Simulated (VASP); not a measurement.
A run of VASP 6.6.1:

INCAR

```
SYSTEM = LaTaTl3
ALGO = All
EDIFF = 1E-6
ENCUT = 500
GGA = PE
GGA_COMPAT = .False.
ISEARCH = 1
ISIF = 2
ISMEAR = 0
KPAR = 4
LASPH = .True.
LCHARG = .False.
LMAXMIX = 6
LREAL = .False.
LWAVE = .False.
NBANDS = 38
NELM = 300
PREC = Accurate
SIGMA = 0.1
```

Contents of KPOINTS:

```
k-points
0
Gamma
  6 6 6
  0 0 0
```

File POSCAR:

```
LaTaTl3
1.0
    3.0040786486      1.7344056165      5.7420212906
   -3.0040786486      1.7344056165      5.7420212906
    0.0000000000     -3.4688112329      5.7420212906
La Ta Tl
1 1 3
Direct
    0.0000000000      0.0000000000      0.0000000000
    0.5000000000      0.5000000000      0.5000000000
    0.0000000000      0.0000000000      0.5000000000
    0.5000000000      0.0000000000      0.0000000000
    0.0000000000      0.5000000000      0.0000000000
```

Potentials or basis: VASP PAW PBE potentials, release 64 (La, Ta_pv, Tl_d).

Run with:

```sh
$ cat potpaw_PBE.64/La/POTCAR potpaw_PBE.64/Ta_pv/POTCAR potpaw_PBE.64/Tl_d/POTCAR > POTCAR
$ mpirun -np 4 vasp_std > vasp.out
```

Hardware: 4 MPI ranks on Intel(R) Xeon(R) Platinum 8259CL CPU @ 2.50GHz (Skylake/Cascade Lake), with other jobs on the host.

**Question.** How long does it take, and how much memory?

**Answer.** Run time: 4.2 min on 4 MPI ranks on Intel(R) Xeon(R) Platinum 8259CL CPU @ 2.50GHz (Skylake/Cascade Lake) (shared host), peak memory 0.66 GiB a rank. Counts: scf iterations 50, k points 32.
